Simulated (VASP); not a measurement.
# Ta2H in VASP: notebook

Ta2H is run at these levels: PBEsol; tasks: single point, relaxation of the atoms.

Everything below comes from runs of VASP 6.6.1. Logs are shortened: lines on timing, memory, paths and dates and some standing lists are left out, and cuts for length are marked.

## Step 1: The cell of the first run

Symmetry: P-4m2, No. 115, tetragonal system. The conventional cell has a = 3.280 Å, b = 3.280 Å, c = 3.325 Å, α = 90.00°, β = 90.00°, γ = 90.00°. Ta (site symmetry 2mm) has 2 H at 1.85 Å within 2.5 Å. H (site symmetry -4m2) has 4 Ta at 1.85 Å within 2.5 Å.

## Step 2: Single point, PBEsol (equal strain along all axes, cell held: -2.0 %, then relaxed in part)

File INCAR:

```
SYSTEM = Ta2H
PREC     = Accurate       ! precision mode
ENCUT    = 520            ! plane-wave cutoff, eV
EDIFF    = 1E-7           ! SCF threshold, eV
ISMEAR   = 0              ! smearing method
SIGMA    = 0.1            ! smearing width, eV
LREAL    = .False.        ! projectors in reciprocal space
LASPH    = .True.         ! aspherical terms in the spheres
NELM     = 60             ! most SCF steps
ALGO     = Normal         ! electronic algorithm
ISIF     = 2              ! what is computed and relaxed
LWAVE    = .False.        ! write WAVECAR
LCHARG   = .False.        ! write CHGCAR
GGA      = PS             ! functional
NBANDS   = 18             ! bands
```

File KPOINTS:

```
regular mesh
0
Gamma
  12 12 12
  0 0 0
```

File POSCAR:

```
Ta2H
1.0
    3.2798571875      0.0000000000      0.0000000000
    0.0000000000      3.2798571875      0.0000000000
    0.0000000000      0.0000000000      3.3251057035
Ta H
2 1
Direct
    0.5000000000      0.0000000000      0.7396894217
    0.0000000000      0.5000000000      0.2603105783
    0.0000000000      0.0000000000      0.0000000000
```

Potentials or basis: VASP PAW PBE potentials, release 64 (Ta_pv, H).

Started as:

```console
cat potpaw_PBE.64/Ta_pv/POTCAR potpaw_PBE.64/H/POTCAR > POTCAR
mpirun -np 1 vasp_std > vasp.out
```

OUTCAR:

```text
SYSTEM = Ta2H
   PREC = Accurate
   ENCUT = 520
   EDIFF = 1E-7
   ISMEAR = 0
   LREAL = .False.
   LASPH = .True.
   NELM = 60
   ISIF = 2
   GGA = PS

 ion  position               nearest neighbor table
   1  0.500  0.000  0.740-   3 1.85   3 1.85   2 2.81   2 2.81   2 2.81   2 2.81   2 2.89   2 2.89
                             2 2.89   2 2.89
   2  0.000  0.500  0.260-   3 1.85   3 1.85   1 2.81   1 2.81   1 2.81   1 2.81   1 2.89   1 2.89
                             1 2.89   1 2.89
   3  0.000  0.000  0.000-   1 1.85   2 1.85   2 1.85   1 1.85

  LATTYP: Found a simple tetragonal cell.
 ALAT       =     3.2798571875
 C/A-ratio  =     1.0137958799

  Lattice vectors:

 A1 = (   3.2798571875,   0.0000000000,   0.0000000000)
 A2 = (   0.0000000000,   3.2798571875,   0.0000000000)
 A3 = (   0.0000000000,   0.0000000000,   3.3251057035)

Analysis of symmetry for initial positions (statically):
=====================================================================
 Subroutine PRICEL returns:
 Original cell was already a primitive cell.

 Routine SETGRP: Setting up the symmetry group for a
 simple tetragonal supercell.

 Subroutine GETGRP returns: Found  8 space group operations
 (whereof  8 operations were pure point group operations)
 out of a pool of 16 trial point group operations.

The static configuration has the point symmetry D_2d.

Analysis of symmetry for dynamics (positions and initial velocities):
=====================================================================
 Subroutine PRICEL returns:
 Original cell was already a primitive cell.

 Routine SETGRP: Setting up the symmetry group for a
 simple tetragonal supercell.

 Subroutine GETGRP returns: Found  8 space group operations
 (whereof  8 operations were pure point group operations)
 out of a pool of 16 trial point group operations.

The dynamic configuration has the point symmetry D_2d.

 Subroutine INISYM returns: Found  8 space group operations
 (whereof  8 operations are pure point group operations),
 and found     1 'primitive' translations

----------------------------------------------------------------------------------------

                                     Primitive cell

  volume of cell :      35.7697

  direct lattice vectors                    reciprocal lattice vectors
     3.279857188  0.000000000  0.000000000     0.304891324  0.000000000  0.000000000
     0.000000000  3.279857188  0.000000000     0.000000000  0.304891324  0.000000000
     0.000000000  0.000000000  3.325105703     0.000000000  0.000000000  0.300742319

  length of vectors
     3.279857188  3.279857188  3.325105703     0.304891324  0.304891324  0.300742319

[... 85 lines left out ...]
   NSW    =      0    number of steps for IOM
   IBRION =     -1    ionic relax: 0-MD 1-quasi-New 2-CG
   NFREE  =      0    steps in history (QN), initial steepest desc. (CG)
   ISIF   =      2    stress and relaxation
   ISYM   =      2    0-nonsym 1-usesym 2-fastsym
   POTIM  = 0.5000    time-step for ionic-motion
   TEBEG  =    0.0;   TEEND  =   0.0 temperature during run
   PSTRESS=    0.0 pullay stress
   NELECT =      23.0000    total number of electrons
   NUPDOWN=      -1.0000    fix difference up-down
   EMIN   =  10.00;   EMAX   =-10.00  energy-range for DOS
   EFERMI =   0.00;   METHOD = LEGACY
   ISMEAR =     0;   SIGMA  =   0.10  broadening in eV -4-tet -1-fermi 0-gaus
   EFERMI_NEDOS =   21; number of points for ismear=-14 and -15
   IALGO  =     38    algorithm
   IMIX   =      4    mixing-type and parameters
     AMIX     =   0.40;   BMIX     =  1.00
     AMIX_MAG =   1.60;   BMIX_MAG =  1.00
  volume/ion in A,a.u.               =      11.92        80.46
  Fermi-wavevector in a.u.,A,eV,Ry     =   1.413011  2.670204 27.165409  1.996601
  Thomas-Fermi vector in A             =   2.534701
   LORBIT       =      0    0 simple, 1 ext, 2 COOP (PROOUT), +10 PAW based schemes
   GGA     = PS    functional components
   LHFCALC =     F    Hartree Fock is set to
   AEXX    =    0.0000 exact exchange contribution
   IVDW    =     0    specifies the selected vdW correction
   LEPSILON=     F    determine dielectric tensor
   LRPA    =     F    only Hartree local field effects (RPA)
 non-spin polarized calculation
 Gauss-broadening in eV      SIGMA  =   0.10
  energy-cutoff  :      520.00
  volume of cell :       35.77
 maximum number of plane-waves:       980
   NGX = 13   NGY = 13   NGZ = 13

 number of electron      23.0000006 magnetization

 Free energy of the ion-electron system (eV)
  ---------------------------------------------------
  ext. energy  EPLUGINS =         0.00000000
  ---------------------------------------------------
  free energy    TOTEN  =       -28.75049126 eV

  energy without entropy =      -28.74163104  energy(sigma->0) =      -28.74606115

 E-fermi :   5.9002     XC(G=0): -13.0159

 val. band max:        5.8951921143   @ k =   0.0833   0.0000   0.1667
 cond. band min:       5.9226476625   @ k =   0.1667   0.0000   0.5000
 fundamental gap:      0.0274555481
 Fermi energy:         5.9002243095

 k-point     1 :       0.0000    0.0000    0.0000
  band No.  band energies     occupation
      1     -28.0681      2.00000
      2     -28.0524      2.00000
      3     -28.0524      2.00000
      4     -27.1769      2.00000
      5     -27.1769      2.00000
      6     -27.1669      2.00000
[... 481 lines left out ...]
      5     -27.3787      2.00000
      6     -27.1692      2.00000
[... 10 lines left out ...]
     17      11.6885      0.00000
     18      13.1057      0.00000

 [... further k-points ...]

------------------------ aborting loop because EDIFF is reached ----------------------------------------

  FORCE on cell =-STRESS in cart. coord.  units (eV):
  Direction    XX          YY          ZZ          XY          YZ          ZX
  --------------------------------------------------------------------------------------
  -------------------------------------------------------------------------------------
  Total        3.4681303      3.4681303      3.1045379      0.0000000      0.0000000      0.0000000
  in kB      155.3426350    155.3426350    139.0567985      0.0000000      0.0000000      0.0000000
  external PRESSURE =     149.9140229 kB  Pullay stress =       0.0000000 kB

 VOLUME and BASIS-vectors are now :
 -----------------------------------------------------------------------------
  energy-cutoff  :      520.00
  volume of cell :       35.77
      direct lattice vectors                 reciprocal lattice vectors
     3.279857188  0.000000000  0.000000000     0.304891324  0.000000000  0.000000000
     0.000000000  3.279857188  0.000000000     0.000000000  0.304891324  0.000000000
     0.000000000  0.000000000  3.325105703     0.000000000  0.000000000  0.300742319

 POSITION                                       TOTAL-FORCE (eV/Angst)
 -----------------------------------------------------------------------------------
      1.63993      0.00000      2.45955         0.000000     -0.000000     -0.013845
      0.00000      1.63993      0.86556        -0.000000      0.000000      0.013845
      0.00000      0.00000      0.00000        -0.000000      0.000000      0.000000
 -----------------------------------------------------------------------------------
    total drift:                                0.000000      0.000000     -0.000000

  FREE ENERGIE OF THE ION-ELECTRON SYSTEM (eV)
  ---------------------------------------------------
  free  energy   TOTEN  =       -28.7504912614 eV

  energy  without entropy=      -28.7416310366  energy(sigma->0) =      -28.74606115
```

OSZICAR:

```text
N       E                     dE             d eps       ncg     rms          rms(c)
DAV:   1     0.170731981081E+03    0.17073E+03   -0.12640E+04  7056   0.128E+03
DAV:   2    -0.257127556726E+02   -0.19644E+03   -0.19320E+03  8388   0.374E+02
DAV:   3    -0.301536857347E+02   -0.44409E+01   -0.43858E+01  8596   0.522E+01
DAV:   4    -0.301848310921E+02   -0.31145E-01   -0.31098E-01  8022   0.442E+00
DAV:   5    -0.301850246289E+02   -0.19354E-03   -0.19352E-03  8070   0.346E-01    0.251E+01
DAV:   6    -0.290509947797E+02    0.11340E+01   -0.13760E+00  7890   0.967E+00    0.122E+01
DAV:   7    -0.287568722288E+02    0.29412E+00   -0.10283E+00  8276   0.784E+00    0.714E-01
DAV:   8    -0.287507254238E+02    0.61468E-02   -0.31471E-02  7594   0.141E+00    0.373E-01
DAV:   9    -0.287505027177E+02    0.22271E-03   -0.84679E-04  8190   0.235E-01    0.986E-02
DAV:  10    -0.287504921829E+02    0.10535E-04   -0.11670E-04  7904   0.965E-02    0.224E-02
DAV:  11    -0.287504926136E+02   -0.43067E-06   -0.62652E-06  8466   0.219E-02    0.791E-03
DAV:  12    -0.287504912223E+02    0.13913E-05   -0.19870E-06  7692   0.121E-02    0.154E-03
DAV:  13    -0.287504912614E+02   -0.39128E-07   -0.78563E-08  4370   0.221E-03
   1 F= -.28750491E+02 E0= -.28746061E+02  d E =-.886022E-02
```

It took 45 s on 1 thread of AMD EPYC 9R45 (Zen 5), shared host; peak memory 0.2 GiB.

What came out:

```
Free energy            : -28.7505 eV
Pressure               : 15.0 GPa
Largest force          : 0.014 eV/Å
Band gap on the k mesh : zero (an odd number of electrons rules out a gap without spin polarisation)
```

Forces in eV/Å, atoms in the order of the input:
```
Ta   0.000  0.000 -0.014
Ta   0.000  0.000  0.014
H    0.000  0.000  0.000
```

Levels at points of the mesh, in eV from the Fermi level:
```tsv
k point	band 10	band 11	band 12	band 13	band 14	band 15
(0.00, 0.00, 0.00)	0.26	0.26	0.57	3.33	3.64	5.07
(0.50, 0.00, 0.00)	-1.20	-0.37	0.86	1.06	1.13	2.56
(0.50, 0.50, 0.00)	-1.77	-0.52	1.67	3.72	3.72	4.64
(0.00, 0.00, 0.50)	-1.69	0.57	0.57	1.27	1.27	2.77
(0.50, 0.00, 0.50)	-1.69	-0.53	1.33	3.38	3.47	4.57
(0.50, 0.50, 0.50)	-1.46	-1.43	-1.13	4.64	4.64	4.90
```

Caveat: the cell differs from its parent crystal (equal strain along all axes, cell held: -2.0 %, then relaxed in part); the cell stands under pressure; the PAW data sets were made with another functional, which shifts forces and pressure a little; spin-orbit coupling is left out, which moves the levels of the heavy elements.

## Step 3: Single point, PBEsol (uniaxial strain along a: -2.0 %)

File INCAR:

```
ALGO = Normal ; EDIFF = 1E-6
ENCUT = 500 ; GGA = PS
GGA_COMPAT = False ; ISIF = 2
ISMEAR = 0 ; LASPH = True
LCHARG = False ; LREAL = False
LWAVE = False ; NBANDS = 20
NELM = 120 ; PREC = Accurate
SIGMA = 0.1
```

File KPOINTS:

```
k-points
0
Gamma
  12 12 12
```

File POSCAR:

```
Ta2H
1.0
    3.2798571866      0.0000000000      0.0000000000
    0.0000000000      3.3635270128      0.0000000000
    0.0000000000      0.0000000000      3.4099298312
Ta H
2 1
Direct
    0.5000000000      0.0000000000      0.7399944571
    0.0000000000      0.5000000000      0.2600055429
    0.0000000000      0.0000000000      0.0000000000
```

Potentials or basis: VASP PAW PBE potentials, release 64 (Ta_sv_GW, H).

Started as:

```console
cat potpaw_PBE.64/Ta_sv_GW/POTCAR potpaw_PBE.64/H/POTCAR > POTCAR
mpirun -np 1 vasp_std > vasp.out
```

Wall time 4.3 min (1 thread of Intel Xeon Platinum 8259CL at 2.50GHz (Skylake/Cascade Lake), shared host); peak memory 0.35 GiB.

It converged, with:

```yaml
Free_energy: -33.8597 eV
Pressure: 1.5 GPa
Largest_force: 0.211 eV/Å
Band_gap_on_the_k_mesh: zero (an odd number of electrons rules out a gap without spin polarisation)
```

Forces in eV/Å, atoms in the order of the input:
```
Ta   0.000  0.000 -0.159
Ta   0.000  0.000 -0.053
H    0.000  0.000  0.211
```

Stress tensor (GPa, compression positive):
```
 4.96  0.00  0.00
 0.00 -0.49  0.00
 0.00  0.00 -0.02
```

Levels at points of the mesh, in eV from the Fermi level:
```tsv
k point	band 11	band 12	band 13	band 14	band 15	band 16	band 17	band 18
(0.00, 0.00, 0.00)	-3.97	0.07	0.37	0.67	2.98	3.63	4.60	6.16
(0.50, 0.00, 0.00)	-1.53	-0.99	-0.52	0.69	0.89	0.96	2.34	2.87
(0.00, 0.50, 0.00)	-1.61	-1.08	-0.40	1.01	1.02	1.21	2.47	3.01
(0.50, 0.50, 0.00)	-4.55	-1.72	-0.58	1.51	3.48	3.71	4.40	4.60
(0.00, 0.00, 0.50)	-2.01	-1.55	0.49	0.72	1.14	1.38	2.70	3.20
(0.50, 0.00, 0.50)	-2.04	-1.65	-0.56	1.18	3.26	3.38	4.40	4.59
(0.00, 0.50, 0.50)	-1.74	-1.33	-0.77	1.01	2.90	2.99	4.16	4.29
(0.50, 0.50, 0.50)	-1.64	-1.40	-1.37	-1.07	4.25	4.49	4.53	4.55
```

Caveat: the cell differs from its parent crystal (uniaxial strain along a: -2.0 %); the stress differs along the axes, from -0 to 5 GPa; the PAW data sets were made with another functional, which shifts forces and pressure a little; spin-orbit coupling is left out, which moves the levels of the heavy elements.

## Step 4: Single point, PBEsol (uniaxial strain along a: -4.0 %)

File INCAR:

```
SYSTEM = Ta2H
PREC     = Accurate       ! precision mode
ENCUT    = 500            ! plane-wave cutoff, eV
EDIFF    = 1E-6           ! SCF threshold, eV
ISMEAR   = 0              ! smearing method
SIGMA    = 0.1            ! smearing width, eV
LREAL    = .FALSE.        ! projectors in reciprocal space
LASPH    = .TRUE.         ! aspherical terms in the spheres
NELM     = 120            ! most SCF steps
ALGO     = Normal         ! electronic algorithm
ISIF     = 2              ! what is computed and relaxed
LWAVE    = .FALSE.        ! write WAVECAR
LCHARG   = .TRUE.         ! write CHGCAR
GGA      = PS             ! functional
LELF     = .TRUE.         ! ELF
LVHAR    = .TRUE.       
NBANDS   = 20             ! bands
GGA_COMPAT= .FALSE.
```

File KPOINTS:

```
regular mesh
0
G
  12 12 12
  0 0 0
```

File POSCAR:

```
Ta2H
1.0
    3.2129213257      0.0000000000      0.0000000000
    0.0000000000      3.3802609781      0.0000000000
    0.0000000000      0.0000000000      3.4268946563
Ta H
2 1
Direct
    0.5000000000      0.0000000000      0.7348430027
    0.0000000000      0.5000000000      0.2552913637
    0.0000000000      0.0000000000      0.0098656336
```

Started as:

```console
cat potpaw_PBE.64/Ta_sv_GW/POTCAR potpaw_PBE.64/H/POTCAR > POTCAR
mpirun -np 1 vasp_std > vasp.out
```

Wall time 3.9 min (1 thread of Intel Xeon 6975P-C (Granite Rapids), shared host); peak memory 0.34 GiB.

The run converged. Its results:

| Item | Value |
| --- | --- |
| Free energy | -33.8325 eV |
| Pressure | 4.2 GPa |
| Largest force | 0.166 eV/Å |
| Band gap on the k mesh | zero (an odd number of electrons rules out a gap without spin polarisation) |

Forces in eV/Å, atoms in the order of the input:
```
Ta   0.000  0.000 -0.152
Ta   0.000  0.000 -0.015
H    0.000  0.000  0.166
```

Stress tensor (GPa, compression positive):
```
9.94 0.00 0.00
0.00 1.56 0.00
0.00 0.00 0.97
```

Levels at points of the mesh, in eV from the Fermi level:
```
           k point  band 10  band 11  band 12  band 13  band 14  band 15  band 16  band 17  band 18  band 19
(0.00, 0.00, 0.00)    -5.10    -4.03    -0.13     0.50     0.81     2.82     3.81     4.52     6.21     6.33
(0.50, 0.00, 0.00)    -3.64    -1.53    -0.99    -0.64     0.58     0.75     0.86     2.28     2.79     4.99
(0.00, 0.50, 0.00)    -3.94    -1.60    -1.14    -0.47     0.97     1.21     1.42     2.56     3.13     3.75
(0.50, 0.50, 0.00)    -4.62    -4.57    -1.85    -0.56     1.62     3.43     3.83     4.66     4.94     6.97
(0.00, 0.00, 0.50)    -4.35    -2.08    -1.61     0.45     0.91     1.08     1.60     2.79     3.32     3.41
(0.50, 0.00, 0.50)    -4.31    -2.14    -1.79    -0.25     1.26     3.28     3.45     4.71     4.89     7.19
(0.00, 0.50, 0.50)    -4.39    -1.55    -1.11    -1.03     0.96     2.69     2.75     4.06     4.17     7.07
(0.50, 0.50, 0.50)    -1.73    -1.69    -1.40    -1.36    -1.02     4.15     4.41     4.50     4.72     6.24
```

Caveat: the cell differs from its parent crystal (uniaxial strain along a: -4.0 %); the stress differs along the axes, from 1 to 10 GPa; the PAW data sets were made with another functional, which shifts forces and pressure a little; spin-orbit coupling is left out, which moves the levels of the heavy elements.

## Step 5: Relaxation of the atoms, PBEsol (equal strain along all axes, cell held: +4.0 %)

File INCAR:

```
PREC = Accurate
ENCUT = 520
EDIFF = 1E-7
ISMEAR = 0
SIGMA = 0.1
LREAL = F
LASPH = T
NELM = 100
ALGO = Normal
ISIF = 2
LWAVE = F
LCHARG = F
GGA = PS
IBRION = 2
NSW = 60
EDIFFG = -0.008
```

File KPOINTS:

```
Automatic mesh
0
Gamma
  12 12 12
```

File POSCAR:

```
Ta2H
1.0
    3.4806647704      0.0000000000      0.0000000000
    0.0000000000      3.4806647704      0.0000000000
    0.0000000000      0.0000000000      3.5286836037
Ta H
2 1
Direct
    0.5000000000      0.0000000000      0.7404097094
    0.0000000000      0.5000000000      0.2595902906
    0.0000000000      0.0000000000      0.0000000000
```

Potentials or basis: VASP PAW PBE potentials, release 64 (Ta_pv, H).

Started as:

```console
cat potpaw_PBE.64/Ta_pv/POTCAR potpaw_PBE.64/H/POTCAR > POTCAR
mpirun -np 1 vasp_std > vasp.out
```

Run time: 2.3 min. Hardware: 1 thread of Intel Xeon 8259CL, shared host; peak memory 0.25 GiB.

The run converged. Its results:

- Free energy: -28.5296 eV
- Energy gained by relaxing: 0.0 meV/atom
- Ionic steps: 2
- Pressure after relaxing: -20.1 GPa
- Largest force after relaxing: 0.004 eV/Å
- Band gap on the k mesh: zero (an odd number of electrons rules out a gap without spin polarisation)

Forces on the atoms (eV/Å):
```
Ta   0.000  0.000  0.004
Ta   0.000  0.000 -0.004
H    0.000  0.000  0.000
```

Stress tensor (GPa, compression positive):
```
-20.72   0.00   0.00
  0.00 -20.72   0.00
  0.00   0.00 -18.89
```

Final structure:
```
Ta H
1.0
     3.48066    0.00000    0.00000
     0.00000    3.48066    0.00000
     0.00000    0.00000    3.52868
Ta H
2 1
Direct
  0.50000 0.00000 0.74060
  0.00000 0.50000 0.25940
  0.00000 0.00000 0.00000
```

Levels at points of the mesh, in eV from the Fermi level:
| k point | band 9 | band 10 | band 11 | band 12 | band 13 | band 14 | band 15 |
| --- | --- | --- | --- | --- | --- | --- | --- |
| (0.00, 0.00, 0.00) | -3.29 | 0.26 | 0.26 | 0.53 | 2.78 | 3.04 | 4.09 |
| (0.50, 0.00, 0.00) | -1.30 | -0.72 | -0.35 | 0.72 | 0.90 | 0.95 | 2.11 |
| (0.50, 0.50, 0.00) | -4.06 | -1.32 | -0.68 | 0.99 | 2.97 | 2.97 | 3.74 |
| (0.00, 0.00, 0.50) | -1.70 | -1.15 | 0.46 | 0.46 | 1.06 | 1.06 | 2.32 |
| (0.50, 0.00, 0.50) | -1.62 | -1.25 | -0.95 | 0.69 | 2.70 | 2.76 | 3.66 |
| (0.50, 0.50, 0.50) | -1.48 | -1.37 | -1.26 | -1.05 | 3.67 | 3.67 | 3.92 |

Caveat: the cell differs from its parent crystal (equal strain along all axes, cell held: +4.0 %); the PAW data sets were made with another functional, which shifts forces and pressure a little; spin-orbit coupling is left out, which moves the levels of the heavy elements.

## Step 6: The runs side by side

```tsv
task	potentials or basis	cell	cutoff (eV)	gap on the mesh (eV)	pressure (GPa)	largest force (eV/Å)
single point	VASP PAW PBE potentials, release 64 (Ta_pv, H)	a = 3.280, b = 3.280, c = 3.325 Å, 3 atoms, atomic positions A	520	none	15.0	0.01
single point	VASP PAW PBE potentials, release 64 (Ta_sv_GW, H)	a = 3.280, b = 3.364, c = 3.410 Å, 3 atoms, atomic positions B	500	none	1.5	0.21
single point	VASP PAW PBE potentials, release 64 (Ta_sv_GW, H)	a = 3.213, b = 3.380, c = 3.427 Å, 3 atoms, atomic positions C	500	none	4.2	0.17
relaxation of the atoms	VASP PAW PBE potentials, release 64 (Ta_pv, H)	atoms relaxed from a = 3.481, b = 3.481, c = 3.529 Å, 3 atoms, atomic positions D	520	none	-20.1	-
```

Alike in all rows: level PBEsol; no spin polarisation; k mesh 12 × 12 × 12; smearing gaussian 0.1 eV.

Caveats: the PAW data sets were made with another functional, which shifts forces and pressure a little; spin-orbit coupling is left out, which moves the levels of the heavy elements; the cell stands under pressure (at least some runs); the stress differs along the axes, from -0 to 5 GPa (at least some runs); the stress differs along the axes, from 1 to 10 GPa (at least some runs).

Total energies depend on the potentials used, so only differences within one code and one set of settings carry meaning.

The gap in the log of VASP goes by the Fermi energy; the results here count the filled bands.